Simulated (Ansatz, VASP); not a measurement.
**One calculation of K2Li2C, two programs**

The input INCAR:

```
SYSTEM = K2Li2C
PREC = Accurate
ENCUT = 600
EDIFF = 1E-6
ISMEAR = 0
SIGMA = 0.1
LREAL = .FALSE.
LASPH = .TRUE.
NELM = 100
ALGO = Normal
ISIF = 3
LWAVE = .FALSE.
LCHARG = .FALSE.
GGA = PE
IBRION = 2
NSW = 100
EDIFFG = -0.01
```

The input KPOINTS:

```
Automatic mesh
0
G
  12 12 4
  0 0 0
```

The input POSCAR:

```
K2Li2C
1.0
    3.9403845456      0.0000000000      0.0000000000
   -1.9701922728      3.4124731172      0.0000000000
    0.0000000000      0.0000000000      9.7178871605
K Li C
2 2 1
Direct
    0.3333333333      0.6666666667      0.7234910929
    0.6666666667      0.3333333333      0.2765089071
    0.3333333333      0.6666666667      0.0289043699
    0.6666666667      0.3333333333      0.9710956301
    0.0000000000      0.0000000000      0.0000000000
```

Input for Ansatz:

```yaml
crystal:
  lattice:
    - [3.9403845456, 0.0, 0.0]
    - [-1.9701922728, 3.4124731172, 0.0]
    - [0.0, 0.0, 9.7178871605]
  atoms:
    - { symbol: K, position: [0.3333333333, 0.6666666667, 0.7234910929] }
    - { symbol: K, position: [0.6666666667, 0.3333333333, 0.2765089071] }
    - { symbol: Li, position: [0.3333333333, 0.6666666667, 0.0289043699] }
    - { symbol: Li, position: [0.6666666667, 0.3333333333, 0.9710956301] }
    - { symbol: C, position: [0.0, 0.0, 0.0] }
basis:
  ecutwfc: 420
kpoints:
  mp_grid: { grid: [12, 12, 4] }
hamiltonian:
  xc: pbe
scf:
  occupations: { method: gaussian, width: 0.1 }
output:
  forces: true
  stress: true
  eigenvalues: true
relax:
  adjacent_minimum: "off"
  f_tol: 0.01
  max_steps: 80
  cell: { stress_tol: 0.05 }
```

Change from the starting cell: species swapped into the LaAl2Ge2 type (P-3m1, No. 164).

Alike in both runs: task relaxation of cell and atoms; functional PBE; k mesh 12 × 12 × 4; occupations gaussian, width 0.1 eV; no spin polarisation.

|  | VASP | Ansatz |
| --- | --- | --- |
| version | VASP 6.6.1 | Ansatz 0.2.0 |
| potentials or method | VASP PAW PBE potentials, release 64 (K_sv, Li_sv, C), cutoff 600 eV | scalar-relativistic, plane waves, PAW |
| valence electrons in the cell | 28 | 28 |

```csv
,VASP,Ansatz,Ansatz less VASP
"gap on the k mesh at the Fermi level, each at its own relaxed structure (eV)",none,none,-
relaxed volume (Å³/atom),26.18,26.16,-0.018
relaxed length of the cell vector where the two differ most in proportion (Å),9.771,9.767,-0.0041
```

A gap of «none» marks a metal or a gap that the smearing closes.

Noted on VASP's run: the cutoff is under 1.25 times that of the potentials, so the pressure is a little rough.
